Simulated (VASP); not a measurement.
# Cu: single point with PBE

The system is Cu.

```xyz
1
Lattice="0.0000 1.5704 1.8075 2.0446 0.0000 1.8075 2.0446 1.5704 0.0000" Properties=species:S:1:pos:R:3 pbc="T T T"
Cu    0.0000    0.0000    0.0000
```

This cell differs from its parent crystal: strain +0.1312 x Voigt [1, -1, 0, 0, 0, 0].

- Program: VASP 6.6.1
- Task: single point
- Functional: PBE
- Potentials or basis: VASP PAW PBE potentials, release 64 (Cu)
- Cutoff: 520 eV
- k mesh: 22 × 22 × 22
- Occupations: gaussian, width 0.15 eV
- Spin: no spin polarisation
- Dipole correction: no
- Further INCAR settings: ALGO = Fast; EDIFF = 1e-07; NBANDS = 12

```
Pressure : 7.4 GPa
```

Stress tensor (GPa, compression positive):
```
-4.13  0.00  0.00
 0.00 11.08  0.00
 0.00  0.00 15.23
```

Levels at points of the mesh, in eV from the Fermi level:
| k point | band 3 | band 4 | band 5 | band 6 | band 7 | band 8 |
| --- | --- | --- | --- | --- | --- | --- |
| (0.00, 0.00, 0.00) | -2.91 | -2.87 | -2.42 | -1.85 | 23.77 | 24.65 |
| (0.50, 0.00, 0.00) | -2.52 | -1.87 | -1.47 | -0.87 | 4.11 | 16.90 |
| (0.50, 0.50, 0.00) | -2.00 | -1.92 | -1.15 | 1.38 | 7.10 | 13.98 |
| (0.50, 0.00, 0.50) | -1.78 | -1.66 | -1.22 | 5.00 | 10.12 | 10.61 |
| (0.00, 0.50, 0.50) | -1.69 | -1.68 | -1.47 | -0.83 | 4.14 | 16.72 |

It took 6.5 min on 1 thread of AMD EPYC 7R13, with other jobs on the host, peak memory 0.27 GiB.

Caveat: the cell differs from its parent crystal (strain +0.1312 x Voigt [1, -1, 0, 0, 0, 0]).
